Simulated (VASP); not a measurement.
Here is a VASP 6.6.1 calculation.

POSCAR

```
GaN
1.0
    0.0000000000      2.2489448523      2.2489448523
    2.2489448523      0.0000000000      2.2489448523
    2.2489448523      2.2489448523      0.0000000000
Ga N
1 1
Direct
    0.0000000000      0.0000000000      0.0000000000
    0.2500000000      0.2500000000      0.2500000000
```

INCAR.step1

```
SYSTEM = GaN
PREC     = Accurate       ! precision mode
ENCUT    = 600            ! plane-wave cutoff, eV
ISMEAR   = 0              ! smearing method
SIGMA    = 0.01           ! smearing width, eV
LREAL    = .FALSE.        ! projectors in reciprocal space
LASPH    = .TRUE.         ! aspherical terms in the spheres
NELM     = 80             ! most SCF steps
GGA      = PE             ! functional
ALGO     = Normal         ! electronic algorithm
EDIFF    = 1E-4           ! SCF threshold, eV
LWAVE    = .TRUE.         ! write WAVECAR
LCHARG   = .FALSE.        ! write CHGCAR
```

Contents of INCAR.step2:

```
SYSTEM = GaN
PREC     = Accurate       ! precision mode
ENCUT    = 600            ! plane-wave cutoff, eV
EDIFF    = 1E-7           ! SCF threshold, eV
ISMEAR   = 0              ! smearing method
SIGMA    = 0.01           ! smearing width, eV
LREAL    = .FALSE.        ! projectors in reciprocal space
LASPH    = .TRUE.         ! aspherical terms in the spheres
NELM     = 80             ! most SCF steps
ALGO     = Normal         ! electronic algorithm
ISIF     = 3              ! what is computed and relaxed
LWAVE    = .FALSE.        ! write WAVECAR
LCHARG   = .FALSE.        ! write CHGCAR
METAGGA  = R2SCAN         ! meta-GGA
LMIXTAU  = .TRUE.       
IBRION   = 2              ! ionic algorithm
NSW      = 100            ! ionic steps
EDIFFG   = -0.002         ! ionic threshold
PSTRESS  = 10.0         
ISTART   = 1
```

Contents of KPOINTS:

```
Automatic mesh
0
G
  10 10 10
  0 0 0
```

Potentials or basis: VASP PAW PBE potentials, release 64 (Ga_d, N).

The run is started by

```bash
$ cat potpaw_PBE.64/Ga_d/POTCAR potpaw_PBE.64/N/POTCAR > POTCAR
$ cp INCAR.step1 INCAR
$ mpirun -np 1 vasp_std > vasp.out
$ cp INCAR.step2 INCAR
$ mpirun -np 1 vasp_std > vasp.out
```

Task: What does it give for the band gap on the k mesh?

Result: 2.15 eV.

Task: Predict the relaxed cell.

Result: a = 3.181 Å, b = 3.181 Å, c = 3.181 Å, α = 60.00°, β = 60.00°, γ = 60.00°.

Final structure:
```cif
data_structure
_symmetry_space_group_name_H-M 'P 1'
_symmetry_Int_Tables_number 1
_cell_length_a 3.1814
_cell_length_b 3.1814
_cell_length_c 3.1814
_cell_angle_alpha 60.000
_cell_angle_beta 60.000
_cell_angle_gamma 60.000
_cell_volume 22.77
loop_
_atom_site_label
_atom_site_type_symbol
_atom_site_fract_x
_atom_site_fract_y
_atom_site_fract_z
_atom_site_occupancy
Ga1 Ga 0.00000 0.00000 0.00000 1
N1 N 0.25000 0.25000 0.25000 1
```

Caveat: the cell is relaxed towards a set pressure, so the run minimises the enthalpy, not the energy.
